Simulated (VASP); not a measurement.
Input of a VASP 6.6.1 run:

POSCAR

```
SiC
1.0
    2.1790000000      2.1790000000      0.0000000000
   -2.1790000000      2.1790000000      0.0000000000
    0.0000000000      2.1790000000      2.1790000000
Si C
1 1
Direct
    0.0000000000      0.0000000000      0.0000000000
    0.7500000000      0.2500000000      0.5000000000
```

The input INCAR.step1:

```
PREC = Accurate
ENCUT = 600
ISMEAR = -1
SIGMA = 0.1
LREAL = F
LASPH = T
NELM = 100
GGA = PE
ALGO = Normal
EDIFF = 1E-4
LWAVE = T
LCHARG = F
```

Contents of INCAR.step2:

```
PREC = Accurate
ENCUT = 600
EDIFF = 1E-6
ISMEAR = -1
SIGMA = 0.1
LREAL = F
LASPH = T
NELM = 100
ALGO = Normal
ISIF = 3
LWAVE = F
LCHARG = F
METAGGA = R2SCAN
LMIXTAU = T
IBRION = 2
NSW = 100
EDIFFG = -0.002
ISTART = 1
```

KPOINTS

```
regular mesh
0
Gamma
  14 14 14
```

Potentials or basis: VASP PAW PBE potentials, release 64 (Si, C).

The run is started by

```sh
$ cat potpaw_PBE.64/Si/POTCAR potpaw_PBE.64/C/POTCAR > POTCAR
$ cp INCAR.step1 INCAR
$ mpirun -np 1 vasp_std > vasp.out
$ cp INCAR.step2 INCAR
$ mpirun -np 1 vasp_std > vasp.out
```

Estimate the relaxed cell.

a = 3.079 Å, b = 3.079 Å, c = 3.079 Å, α = 60.00°, β = 60.00°, γ = 90.00°.

Predict the relaxed volume.

10.32 Å³/atom.

Final structure:
```yaml
crystal:
  lattice:
    - [2.17702, 2.17702, 0.00000]
    - [-2.17702, 2.17702, 0.00000]
    - [0.00000, 2.17702, 2.17702]
  atoms:
    - { symbol: Si, position: [0.00000, 0.00000, 0.00000] }
    - { symbol: C, position: [0.75000, 0.25000, 0.50000] }
```

Caveat: the PAW data sets were made with another functional, which shifts forces and pressure a little.
